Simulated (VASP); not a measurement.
Wanted: the native input for a VASP 6.6.1 run.

- Task: single point
- Functional: PBE
- Potentials or basis: VASP PAW PBE potentials, release 64 (As)
- Cutoff: 520 eV
- k mesh: 9 × 9 × 1
- Occupations: gaussian, width 0.02 eV
- Spin: no spin polarisation
- Dipole correction: yes
- Further INCAR settings: ALGO = Normal; EDIFF = 1e-06; NBANDS = 12

The structure of As lies in POSCAR:

```
As
1.0
    3.4390000000      0.0000000000      0.0000000000
   -1.7195000000      2.9782613636      0.0000000000
    0.0000000000      0.0000000000     28.0000000000
As
2
Direct
    0.3333333333      0.6666666667      0.5372500000
    0.6666666667      0.3333333333      0.4627500000
```

One way to write it, as run:

INCAR

```
SYSTEM = As
PREC     = Accurate       ! precision mode
ENCUT    = 520            ! plane-wave cutoff, eV
EDIFF    = 1E-6           ! SCF threshold, eV
ISMEAR   = 0              ! smearing method
SIGMA    = 0.02           ! smearing width, eV
LREAL    = .FALSE.        ! projectors in reciprocal space
LASPH    = .TRUE.         ! aspherical terms in the spheres
NELM     = 100            ! most SCF steps
ALGO     = Normal         ! electronic algorithm
ISIF     = 2              ! what is computed and relaxed
LWAVE    = .FALSE.        ! write WAVECAR
LCHARG   = .FALSE.        ! write CHGCAR
LDIPOL   = .TRUE.       
IDIPOL   = 3            
DIPOL    = 0.5 0.5 0.500
GGA      = PE             ! functional
NBANDS   = 12             ! bands
```

KPOINTS

```
Automatic mesh
0
G
  9 9 1
  0 0 0
```

Potentials or basis: VASP PAW PBE potentials, release 64 (As).

Launch:

```sh
$ cat potpaw_PBE.64/As/POTCAR > POTCAR
$ mpirun -np 1 vasp_std > vasp.out
```

Results of the run:

| Item | Value |
| --- | --- |
| Largest force | 2.426 eV/Å |
| Band gap on the k mesh | zero (bands 5 and 6 overlap by 2.20 eV) |

Wall time 74 s on 1 thread of Intel(R) Xeon(R) Platinum 8259CL CPU @ 2.50GHz (Skylake/Cascade Lake) (shared host), peak memory 0.39 GiB.
